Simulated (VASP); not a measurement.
# TiAl32 (a cell with a defect) in VASP: notebook

Runs on TiAl32 (a cell with a defect). Level: r2SCAN. Tasks: single point.

All numbers are computed with VASP 6.6.1; they aren't measurements. Logs are shortened: lines on timing, memory, paths and dates and some standing lists are left out, and cuts for length are marked.

## Step 1: The cell of the first run

The cell holds a defect, 33 atoms: a = 8.100 Å, b = 8.100 Å, c = 8.100 Å, α = 90.00°, β = 90.00°, γ = 90.00°.

## Step 2: Single point, r2SCAN

The input, POSCAR:

```
TiAl32
1.0
    8.1000000000      0.0000000000      0.0000000000
    0.0000000000      8.1000000000      0.0000000000
    0.0000000000      0.0000000000      8.1000000000
Al Ti
32 1
Direct
    0.5139244444     -0.0002708642     -0.0276579012
    0.7473404938      0.2589359259     -0.0024233333
    0.7451628395      0.0000804938      0.2524172840
    0.0029897531      0.0000622222     -0.0036956790
    0.2538535802      0.2521292593     -0.0027390123
    0.4991298765      0.5002719753     -0.0078566667
    0.7474833333      0.7410596296     -0.0022871605
    0.3435185185      0.0013081481      0.2065992593
    0.5153086420      0.2668550617      0.2485261728
    0.7442129630      0.4997481481      0.2524949383
    0.4937262963     -0.0001807407      0.5011096296
    0.7480640741      0.2516339506      0.5032303704
    0.7199023457     -0.0002609877      0.7661645679
    0.0026004938      0.4997598765     -0.0058040741
    0.2535418519      0.7484558025     -0.0019476543
   -0.0069183951      0.2885803704      0.2421786420
    0.2633738272      0.4995965432      0.2396993827
    0.5147180247      0.7338965432      0.2484898765
   -0.0448728395      0.0013465432      0.5980522222
    0.2456891358      0.2598787654      0.4950132099
    0.4965590123      0.5000085185      0.4982369136
    0.7488941975      0.7489995062      0.5029049383
    0.2510474074     -0.0001816049      0.7438624691
    0.4937119753      0.2548034568      0.7437849383
    0.7423127160      0.5002886420      0.7487970370
   -0.0073617284      0.7091525926      0.2417043210
   -0.0098300000      0.4996175309      0.5127309877
    0.2464674074      0.7384269136      0.4957277778
   -0.0012434568      0.2677908642      0.7655525926
    0.2485580247      0.5000165432      0.7460661728
    0.4937833333      0.7451014815      0.7438577778
   -0.0012635802      0.7330254321      0.7649208642
    0.0784037037     -0.0020171605      0.3322041975
```

The input, INCAR.step1:

```
SYSTEM = TiAl32
PREC = Accurate ; ENCUT = 440
ISMEAR = 0 ; SIGMA = 0.1
LREAL = Auto ; LASPH = .True.
NELM = 120 ; NBANDS = 76
GGA = PE ; ALGO = Normal
EDIFF = 1E-5 ; LWAVE = .True.
LCHARG = .False. ; GGA_COMPAT = .False.
```

The input, INCAR.step2:

```
SYSTEM = TiAl32
PREC = Accurate ; ENCUT = 440
EDIFF = 1E-6 ; ISMEAR = 0
SIGMA = 0.1 ; LREAL = Auto
LASPH = .True. ; NELM = 120
ALGO = Normal ; ISIF = 2
LWAVE = .False. ; LCHARG = .False.
METAGGA = R2SCAN ; LMIXTAU = .True.
NBANDS = 76 ; ISTART = 1
GGA_COMPAT = .False.
```

The input, KPOINTS:

```
regular mesh
0
Gamma
  2 2 2
  0 0 0
```

Potentials or basis: VASP PAW PBE potentials, release 64 (Al, Ti_sv).

Started as:

```bash
cat potpaw_PBE.64/Al/POTCAR potpaw_PBE.64/Ti_sv/POTCAR > POTCAR
cp INCAR.step1 INCAR
mpirun -np 1 vasp_std > vasp.out
cp INCAR.step2 INCAR
mpirun -np 1 vasp_std > vasp.out
```

OUTCAR:

```text
SYSTEM = TiAl32
   PREC = Accurate
   ENCUT = 440
   EDIFF = 1E-6
   ISMEAR = 0
   LREAL = Auto
   LASPH = .True.
   NELM = 120
   ISIF = 2
   METAGGA = R2SCAN
   ISTART = 1

 ion  position               nearest neighbor table
   1  0.514  1.000  0.972-   8 2.35  13 2.36  31 2.78  24 2.78  23 2.82   7 2.83   2 2.83  15 2.94
                             3 2.94   5 2.94  18 3.10   9 3.11
   2  0.747  0.259  0.998-   9 2.77  29 2.77   6 2.80  25 2.81  16 2.82  13 2.82   1 2.83  10 2.84
                            14 2.84  24 2.91   3 2.94   4 2.95
   3  0.745  0.000  0.252-  33 2.78  18 2.85   9 2.85  11 2.86  22 2.87  12 2.88   1 2.94   2 2.94
                             7 2.94   4 2.94  16 3.08  26 3.09   8 3.27  19 3.28
   4  0.003  0.000  0.996-  33 2.79  32 2.86  29 2.86  23 2.87  15 2.88   5 2.88   3 2.94   7 2.95
                             2 2.95  13 2.96  16 3.07  26 3.08   8 3.24  19 3.25
   5  0.254  0.252  0.997-   8 2.74  29 2.79  17 2.81   6 2.83  24 2.83  14 2.86  30 2.86   4 2.88
                            23 2.90  16 2.91   9 2.94   1 2.94
   6  0.499  0.500  0.992-  17 2.77  25 2.79   7 2.80   2 2.80   9 2.81  18 2.81  31 2.82   5 2.83
                            15 2.83  24 2.83  30 2.84  10 2.90
   7  0.747  0.741  0.998-  18 2.77  32 2.78   6 2.80  25 2.81  26 2.81  13 2.82   1 2.83  10 2.84
                            14 2.84  31 2.91   3 2.94   4 2.95
   8  0.344  0.001  0.207-   1 2.35  33 2.38   9 2.58  18 2.59  11 2.68   5 2.74  15 2.75  20 3.24
                             4 3.24  28 3.26   3 3.27
   9  0.515  0.267  0.249-   8 2.58  10 2.65   2 2.77  21 2.77  17 2.78  12 2.80   6 2.81   3 2.85
                             5 2.94  20 2.96  11 2.98   1 3.11
  10  0.744  0.500  0.252-  26 2.63  16 2.65   9 2.65  18 2.66  21 2.83   2 2.84   7 2.84  12 2.86
                            22 2.86   6 2.90  27 2.90  14 2.96
  11  0.494  1.000  0.501-   8 2.68  23 2.78  13 2.82  31 2.85  24 2.85   3 2.86  22 2.90  12 2.90
                            20 2.91  28 2.91  18 2.98   9 2.98
  12  0.748  0.252  0.503-  19 2.74   9 2.80  27 2.81  25 2.83  24 2.84  10 2.86  21 2.86   3 2.88
                            11 2.90  16 2.92  29 2.94  13 2.96
  13  0.720  1.000  0.766-  19 2.34   1 2.36  31 2.76  24 2.77   7 2.82  11 2.82   2 2.82  22 2.95
                             4 2.96  12 2.96  32 3.13  29 3.13
  14  0.003  0.500  0.994-  26 2.63  29 2.64  16 2.64  32 2.65  30 2.83   2 2.84   7 2.84   5 2.86
                            15 2.86  25 2.90  17 2.90  10 2.96
  15  0.254  0.748  0.998-   8 2.75  32 2.80  17 2.81   6 2.83  31 2.83  14 2.86  30 2.87   4 2.88
                            23 2.90  26 2.91  18 2.93   1 2.94
  16  0.993  0.289  0.242-  33 2.56  14 2.64  10 2.65  17 2.78  27 2.78   2 2.82  20 2.90   5 2.91
                            12 2.92   4 3.07   3 3.08
  17  0.263  0.500  0.240-   6 2.77  26 2.77  16 2.78   9 2.78  18 2.78   5 2.81  15 2.81  21 2.82
                            28 2.84  20 2.84  14 2.90  27 3.13
  18  0.515  0.734  0.248-   8 2.59  10 2.66   7 2.77  21 2.78  17 2.78  22 2.80   6 2.81   3 2.85
                            15 2.93  28 2.96  11 2.98   1 3.10
  19  0.955  0.001  0.598-  13 2.34  33 2.37  29 2.57  32 2.58  23 2.67  12 2.74  22 2.75   4 3.25
                            20 3.26   3 3.28  28 3.29
  20  0.246  0.260  0.495-  21 2.81  30 2.81  17 2.84  27 2.84  33 2.84  24 2.85  16 2.90  11 2.91
                            23 2.92   9 2.96  29 2.97   8 3.24  19 3.26
  21  0.497  0.500  0.498-   9 2.77  18 2.78  28 2.80  31 2.81  24 2.81  20 2.81  17 2.82  10 2.83
                            30 2.84  25 2.84  12 2.86  22 2.87
  22  0.749  0.749  0.503-  19 2.75  18 2.80  27 2.81  25 2.83  31 2.84  10 2.86  21 2.87   3 2.87
                            11 2.90  26 2.91  32 2.94  13 2.95
  23  0.251  1.000  0.744-  19 2.67  11 2.78   1 2.82  31 2.85  24 2.85   4 2.87  15 2.90   5 2.90
                            20 2.92  28 2.92  32 2.98  29 2.99
  24  0.494  0.255  0.744-  13 2.77   1 2.78  30 2.81  21 2.81   5 2.83   6 2.83  25 2.83  12 2.84
                            20 2.85  23 2.85  11 2.85   2 2.91
  25  0.742  0.500  0.749-  27 2.77   6 2.79   7 2.81  29 2.81   2 2.81  32 2.81  31 2.83  24 2.83
                            12 2.83  22 2.83  21 2.84  14 2.90
  26  0.993  0.709  0.242-  33 2.55  14 2.63  10 2.63  17 2.77  27 2.77   7 2.81  15 2.91  22 2.91
                            28 2.92   4 3.08   3 3.09
  27  0.990  0.500  0.513-  25 2.77  26 2.77  29 2.78  16 2.78  32 2.78  12 2.81  22 2.81  30 2.82
                            28 2.84  20 2.84  10 2.90  17 3.13
  28  0.246  0.738  0.496-  21 2.80  30 2.80  33 2.83  31 2.84  17 2.84  27 2.84  11 2.91  26 2.92
                            23 2.92  18 2.96  32 2.96   8 3.26  19 3.29
  29  0.999  0.268  0.766-  19 2.57  14 2.64  30 2.77   2 2.77  27 2.78   5 2.79  25 2.81   4 2.86
                            12 2.94  20 2.97  23 2.99  13 3.13
  30  0.249  0.500  0.746-  29 2.77  32 2.77  28 2.80  31 2.81  24 2.81  20 2.81  27 2.82  14 2.83
                            21 2.84   6 2.84   5 2.86  15 2.87
  31  0.494  0.745  0.744-  13 2.76   1 2.78  30 2.81  21 2.81   6 2.82  25 2.83  15 2.83  28 2.84
                            22 2.84  23 2.85  11 2.85   7 2.91
  32  0.999  0.733  0.765-  19 2.58  14 2.65  30 2.77   7 2.78  27 2.78  15 2.80  25 2.81   4 2.86
                            22 2.94  28 2.96  23 2.98  13 3.13
  33  0.078  0.998  0.332-  19 2.37   8 2.38  26 2.55  16 2.56   3 2.78   4 2.79  28 2.83  20 2.84

  LATTYP: Found a simple cubic cell.
 ALAT       =     8.1000000000

  Lattice vectors:

 A1 = (   8.1000000000,   0.0000000000,   0.0000000000)
 A2 = (   0.0000000000,   8.1000000000,   0.0000000000)
 A3 = (   0.0000000000,   0.0000000000,   8.1000000000)

Analysis of symmetry for initial positions (statically):
=====================================================================
[... 135 lines left out ...]

 Subroutine IBZKPT returns following result:
 ===========================================

 Found      8 irreducible k-points:

 Following reciprocal coordinates:
            Coordinates               Weight
  0.000000  0.000000  0.000000      1.000000
  0.500000  0.000000  0.000000      1.000000
  0.000000  0.500000  0.000000      1.000000
  0.000000  0.000000  0.500000      1.000000
  0.500000  0.500000  0.000000      1.000000
  0.000000  0.500000  0.500000      1.000000
  0.500000  0.000000  0.500000      1.000000
  0.500000  0.500000  0.500000      1.000000
   k-points           NKPTS =      8   k-points in BZ     NKDIM =      8   number of bands    NBANDS=     76
   number of dos      NEDOS =    301   number of ions     NIONS =     33
   total plane-waves  NPLWV = 175616
   dimension x,y,z NGX =    56 NGY =   56 NGZ =   56
   dimension x,y,z NGXF=   112 NGYF=  112 NGZF=  112
   ions per type =              32   1
   NGX,Y,Z   is equivalent  to a cutoff of  11.49, 11.49, 11.49 a.u.
   NGXF,Y,Z  is equivalent  to a cutoff of  22.99, 22.99, 22.99 a.u.
 SYSTEM =  TiAl32
   PREC   = accura    normal or accurate (medium, high low for compatibility)
   ISTART =      1    job   : 0-new  1-cont  2-samecut
   ICHARG =      0    charge: 1-file 2-atom 10-const
   ISPIN  =      1    spin polarized calculation?
   LNONCOLLINEAR =      F non collinear calculations
   LSORBIT =      F    spin-orbit coupling
   LASPH  =      T    aspherical Exc in radial PAW
   ENCUT  =  440.0 eV  32.34 Ry    5.69 a.u.  13.85 13.85 13.85*2*pi/ulx,y,z
   NELM   =    120;   NELMIN=  2; NELMDL=  0     # of ELM steps
   EDIFF  = 0.1E-05   stopping-criterion for ELM
   LREAL  =      T    real-space projection
   EDIFFG = 0.1E-04   stopping-criterion for IOM
   NSW    =      0    number of steps for IOM
   IBRION =     -1    ionic relax: 0-MD 1-quasi-New 2-CG
   NFREE  =      0    steps in history (QN), initial steepest desc. (CG)
   ISIF   =      2    stress and relaxation
   ISYM   =      2    0-nonsym 1-usesym 2-fastsym
   POTIM  = 0.5000    time-step for ionic-motion
   TEBEG  =    0.0;   TEEND  =   0.0 temperature during run
   PSTRESS=    0.0 pullay stress
   NELECT =     108.0000    total number of electrons
   NUPDOWN=      -1.0000    fix difference up-down
   EMIN   =  10.00;   EMAX   =-10.00  energy-range for DOS
   EFERMI =   0.00;   METHOD = LEGACY
   ISMEAR =     0;   SIGMA  =   0.10  broadening in eV -4-tet -1-fermi 0-gaus
   EFERMI_NEDOS =   21; number of points for ismear=-14 and -15
   IALGO  =     38    algorithm
   IMIX   =      4    mixing-type and parameters
     AMIX     =   0.40;   BMIX     =  1.00
     AMIX_MAG =   1.60;   BMIX_MAG =  1.00
  volume/ion in A,a.u.               =      16.10       108.68
  Fermi-wavevector in a.u.,A,eV,Ry     =   0.962493  1.818849 12.604348  0.926393
  Thomas-Fermi vector in A             =   2.091957
   LORBIT       =      0    0 simple, 1 ext, 2 COOP (PROOUT), +10 PAW based schemes
   METAGGA = R2SCAN    functional components
   LHFCALC =     F    Hartree Fock is set to
   AEXX    =    0.0000 exact exchange contribution
   IVDW    =     0    specifies the selected vdW correction
   LEPSILON=     F    determine dielectric tensor
   LRPA    =     F    only Hartree local field effects (RPA)
 non-spin polarized calculation
 Gauss-broadening in eV      SIGMA  =   0.10
  energy-cutoff  :      440.00
  volume of cell :      531.44
 maximum number of plane-waves:     11152
 NGX is ok and might be reduce to    56
   NGX = 27   NGY = 27   NGZ = 27

 number of electron     108.0000002 magnetization

 Free energy of the ion-electron system (eV)
  ---------------------------------------------------
  ext. energy  EPLUGINS =         0.00000000
  ---------------------------------------------------
  free energy    TOTEN  =      -225.23524220 eV

  energy without entropy =     -225.19246514  energy(sigma->0) =     -225.21385367

 E-fermi :   7.9866     XC(G=0): -11.0374

 val. band max:        7.9806239622   @ k =   0.0000   0.0000   0.5000
 cond. band min:       8.0470115560   @ k =   0.0000   0.0000   0.5000
 fundamental gap:      0.0663875938
 Fermi energy:         7.9866193360

 k-point     1 :       0.0000    0.0000    0.0000
  band No.  band energies     occupation
      1     -50.8964      2.00000
      2     -26.2191      2.00000
      3     -26.2006      2.00000
      4     -26.1974      2.00000
      5      -3.6671      2.00000
      6      -1.5712      2.00000
[... 541 lines left out ...]
     65      10.0958      0.00000
     66      11.2857      0.00000
 [bands above 66 left out]

------------------------ aborting loop because EDIFF is reached ----------------------------------------

  FORCE on cell =-STRESS in cart. coord.  units (eV):
  Direction    XX          YY          ZZ          XY          YZ          ZX
  --------------------------------------------------------------------------------------
  -------------------------------------------------------------------------------------
  Total        8.5256351      4.4999249      8.7198440      0.1245039      0.1455273    -11.2461007
  in kB       25.7029084     13.5662804     26.2884052      0.3753518      0.4387326    -33.9045118
  external PRESSURE =      21.8525313 kB  Pullay stress =       0.0000000 kB

 VOLUME and BASIS-vectors are now :
 -----------------------------------------------------------------------------
  energy-cutoff  :      440.00
  volume of cell :      531.44
      direct lattice vectors                 reciprocal lattice vectors
     8.100000000  0.000000000  0.000000000     0.123456790  0.000000000  0.000000000
     0.000000000  8.100000000  0.000000000     0.000000000  0.123456790  0.000000000
     0.000000000  0.000000000  8.100000000     0.000000000  0.000000000  0.123456790

 POSITION                                       TOTAL-FORCE (eV/Angst)
 -----------------------------------------------------------------------------------
      4.16279      8.09781      7.87597        -0.100638     -0.001291     -0.011982
      6.05346      2.09738      8.08037        -0.030660      0.024784     -0.028420
      6.03582      0.00065      2.04458        -0.130628      0.002688     -0.091261
      0.02422      0.00050      8.07007        -0.079113      0.002819     -0.125610
      2.05621      2.04225      8.07781         0.032639     -0.052264      0.096834
      4.04295      4.05220      8.03636        -0.037205      0.000555     -0.020004
[... 25 lines left out ...]
      8.08977      5.93751      6.19586         0.024917     -0.065700      0.028132
      0.63507      8.08366      2.69085        -0.329804     -0.003942     -0.304901
 -----------------------------------------------------------------------------------
    total drift:                               -0.025413      0.008218     -0.033142

  FREE ENERGIE OF THE ION-ELECTRON SYSTEM (eV)
  ---------------------------------------------------
  free  energy   TOTEN  =      -225.2352421991 eV

  energy  without entropy=     -225.1924651404  energy(sigma->0) =     -225.21385367
```

Wall time 10 min (1 thread of Intel Xeon 6975P-C (Granite Rapids), shared host); peak memory 0.54 GiB.

Results:

```
Free energy            : -225.2352 eV
Pressure               : 2.2 GPa
Largest force          : 0.449 eV/Å
Band gap on the k mesh : zero (bands 54 and 55 overlap by 0.82 eV)
```

Forces in eV/Å, atoms in the order of the input:
```
Al  -0.101 -0.001 -0.012
Al  -0.031  0.025 -0.028
Al  -0.131  0.003 -0.091
Al  -0.079  0.003 -0.126
Al   0.033 -0.052  0.097
Al  -0.037  0.001 -0.020
Al  -0.028 -0.025 -0.027
Al   0.165  0.003  0.251
Al   0.024  0.057  0.025
Al  -0.015 -0.001 -0.012
Al   0.044  0.000  0.103
Al   0.104 -0.062  0.028
Al  -0.026 -0.002 -0.106
Al  -0.014  0.000 -0.010
Al   0.030  0.046  0.095
Al  -0.039  0.109 -0.046
Al   0.009  0.000  0.030
Al   0.025 -0.056  0.022
Al   0.268  0.011  0.191
Al  -0.031 -0.108 -0.030
Al  -0.037  0.002  0.039
Al   0.104  0.057  0.024
Al   0.107 -0.001  0.047
Al  -0.026  0.000 -0.025
Al  -0.019  0.000 -0.039
Al  -0.036 -0.112 -0.043
Al   0.029 -0.001  0.011
Al  -0.029  0.109 -0.031
Al   0.027  0.067  0.025
Al   0.040  0.003 -0.039
Al  -0.026 -0.003 -0.025
Al   0.025 -0.066  0.028
Ti  -0.330 -0.004 -0.305
```

Caveat: the k points lie up to 0.39 Å⁻¹ apart, too coarse for converged energies and pressures of a metal; the PAW data sets were made with another functional, which shifts forces and pressure a little.

(Part 1 of 2 ends here.)
